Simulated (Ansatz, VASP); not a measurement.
## One calculation of Al8N, two programs

The input INCAR:

```
SYSTEM = Al8N
ALGO     = Normal         ! electronic algorithm
DIPOL    = 0.5 0.5 0.395
EDIFF    = 1E-7           ! SCF threshold, eV
ENCUT    = 520            ! plane-wave cutoff, eV
GGA      = PE             ! functional
IDIPOL   = 3            
ISIF     = 2              ! what is computed and relaxed
ISMEAR   = 0              ! smearing method
LASPH    = .True.         ! aspherical terms in the spheres
LCHARG   = .False.        ! write CHGCAR
LDIPOL   = .True.       
LREAL    = .False.        ! projectors in reciprocal space
LWAVE    = .False.        ! write WAVECAR
NBANDS   = 24             ! bands
NELM     = 100            ! most SCF steps
PREC     = Accurate       ! precision mode
SIGMA    = 0.1            ! smearing width, eV
```

The input KPOINTS:

```
k-points
0
Gamma
  9 9 1
  0 0 0
```

POSCAR

```
Al8N
1.0
    2.8543223330      0.0000000000      0.0000000000
   -1.4271611665      2.4719156510      0.0000000000
    0.0000000000      0.0000000000     33.4760593533
Al N
8 1
Direct
    0.3333333333      0.6666666667      0.1194883770
    0.0000000000      0.0000000000      0.1895622803
    0.6666666667      0.3333333333      0.2596361837
    0.0000000000      0.0000000000      0.3297100869
    0.3333333333      0.6666666667      0.3992195594
    0.0000000000      0.0000000000      0.4696536480
    0.6666666667      0.3333333333      0.5400996810
    0.0000000000      0.0000000000      0.6116627748
    0.5555555556     -0.5555555556      0.6394438224
```

Input for Ansatz:

```yaml
crystal:
  lattice:
    - [2.854322333, 0.0, 0.0]
    - [-1.4271611665, 2.471915651, 0.0]
    - [0.0, 0.0, 33.4760593533]
  atoms:
    - { symbol: Al, position: [0.3333333333, 0.6666666667, 0.119488377] }
    - { symbol: Al, position: [0.0, 0.0, 0.1895622803] }
    - { symbol: Al, position: [0.6666666667, 0.3333333333, 0.2596361837] }
    - { symbol: Al, position: [0.0, 0.0, 0.3297100869] }
    - { symbol: Al, position: [0.3333333333, 0.6666666667, 0.3992195594] }
    - { symbol: Al, position: [0.0, 0.0, 0.469653648] }
    - { symbol: Al, position: [0.6666666667, 0.3333333333, 0.540099681] }
    - { symbol: Al, position: [0.0, 0.0, 0.6116627748] }
    - { symbol: "N", position: [0.5555555556, -0.5555555556, 0.6394438224] }
basis:
  ecutwfc: 420
kpoints:
  mp_grid: { grid: [9, 9, 1] }
hamiltonian:
  xc: pbe
scf:
  occupations: { method: gaussian, width: 0.1 }
output:
  forces: true
  eigenvalues: true
efield:
  axis: 3
  dipole_correction: true
  ramp_width: 0.04
```

Alike in both runs: task single point; functional PBE; k mesh 9 × 9 × 1; occupations gaussian, width 0.1 eV; no spin polarisation.

|  | VASP | Ansatz |
| --- | --- | --- |
| version | VASP 6.6.1 | Ansatz 0.2.0 |
| potentials or method | VASP PAW PBE potentials, release 64 (Al, N), cutoff 520 eV | scalar-relativistic, plane waves, PAW |
| valence electrons in the cell | 29 | 29 |

VASP gave:

```
gap on the k mesh at the Fermi level (eV) : none
rms of the force components (eV/Å)        : 0.425
```

Question: Which values does Ansatz return?

Answer: gap on the k mesh at the Fermi level (eV): none; rms of the force components (eV/Å): 0.426.

Atom by atom the forces differ by 0.007 eV/Å (rms over components). A gap of «none» marks a metal or a gap that the smearing closes.
